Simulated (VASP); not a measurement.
**Sb: single point with PBEsol**

Crystal: Sb.

```xyz
4
Lattice="4.5277 0.0000 0.0000 0.0000 4.4211 0.0000 -1.3205 0.0000 6.3643" Properties=species:S:1:pos:R:3 pbc="T T T"
Sb    0.6363    1.1053    4.3511
Sb    3.2336    3.3158    4.8545
Sb   -0.0264    1.1053    1.5099
Sb    2.5709    3.3158    2.0132
```

```yaml
Program: VASP 6.6.1
Task: single point
Functional: PBEsol
Potentials_or_basis: VASP PAW PBE potentials, release 64 (Sb)
Cutoff: 520 eV
k_mesh: 6 × 6 × 4
Occupations: fermi-dirac, width 0.05 eV
Spin: no spin polarisation
```

```
Pressure               : -2.2 GPa
Largest force          : 0.107 eV/Å
Band gap on the k mesh : zero (band 10 reaches 6.49 eV, above the bottom of band 11 at 5.96 eV)
```

Forces on the atoms (eV/Å):
```
Sb  -0.047  0.000  0.085
Sb   0.103  0.000 -0.029
Sb  -0.103  0.000  0.029
Sb   0.047  0.000 -0.085
```

Stress tensor (GPa, compression positive):
```
-2.27  0.00  0.41
 0.00 -2.71  0.00
 0.41  0.00 -1.71
```

Levels at points of the mesh, in eV from the Fermi level:
| k point | band 8 | band 9 | band 10 | band 11 | band 12 | band 13 |
| --- | --- | --- | --- | --- | --- | --- |
| (0.00, 0.00, 0.00) | -2.13 | -1.37 | -0.12 | 2.00 | 2.68 | 2.94 |
| (0.50, 0.00, 0.00) | -1.11 | -0.89 | -0.69 | 0.28 | 1.09 | 1.29 |
| (0.00, 0.50, 0.00) | -1.40 | -1.10 | -1.10 | 0.41 | 0.41 | 1.31 |
| (0.50, 0.50, 0.00) | -3.50 | -2.28 | -2.28 | 0.82 | 0.82 | 4.99 |
| (0.00, 0.00, 0.50) | -2.11 | -1.72 | -1.58 | 0.65 | 1.85 | 2.16 |
| (0.50, 0.00, 0.50) | -1.02 | -0.89 | -0.70 | -0.34 | 0.77 | 1.06 |
| (0.00, 0.50, 0.50) | -1.61 | -0.85 | -0.85 | 0.12 | 0.12 | 0.94 |
| (0.50, 0.50, 0.50) | -3.83 | -1.26 | -1.26 | 1.93 | 1.93 | 3.56 |

It took 56 s on 1 thread of Intel(R) Xeon(R) Platinum 8375C CPU @ 2.90GHz (Ice Lake) (shared host), peak memory 0.28 GiB.

Caveat: the PAW data sets were made with another functional, which shifts forces and pressure a little; spin-orbit coupling is left out, which moves the levels of the heavy elements.
